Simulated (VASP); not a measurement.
LiBr, 2 atoms in the cell. The structure is cubic, space group Fm-3m (No. 225). The conventional cell has a = 5.340 Å, b = 5.340 Å, c = 5.340 Å, α = 90.00°, β = 90.00°, γ = 90.00°. Li (site symmetry m-3m) has 6 Br at 2.67 Å within 3.5 Å. Br (site symmetry m-3m) has 6 Li at 2.67 Å within 3.5 Å.  This cell differs from its parent crystal: volume scaled by 0.91.

| Property | Result |
| --- | --- |
| Program | VASP 6.6.1 |
| Task | single point |
| Functional | PBE |
| Potentials or basis | VASP PAW PBE potentials, release 64 (Li_sv, Br) |
| Cutoff | 750 eV |
| k mesh | 8 × 8 × 8 |
| Occupations | gaussian, width 0.02 eV |
| Spin | no spin polarisation |
| Dipole correction | no |
| Further INCAR settings | ALGO = Normal; EDIFF = 1e-06; NBANDS = 12 |

Potentials or basis: VASP PAW PBE potentials, release 64 (Li_sv, Br).

Run with:

```bash
$ cat potpaw_PBE.64/Li_sv/POTCAR potpaw_PBE.64/Br/POTCAR > POTCAR
$ mpirun -np 1 vasp_std > vasp.out
```

Hardware: 1 thread of Intel(R) Xeon(R) Platinum 8375C CPU @ 2.90GHz (Ice Lake), with other jobs on the host.

Question: Estimate the wall time of this run.

Answer: It took 19 s on 1 thread of Intel(R) Xeon(R) Platinum 8375C CPU @ 2.90GHz (Ice Lake), on a shared host, peak memory 0.2 GiB. Counts: scf iterations 12, k points 29.
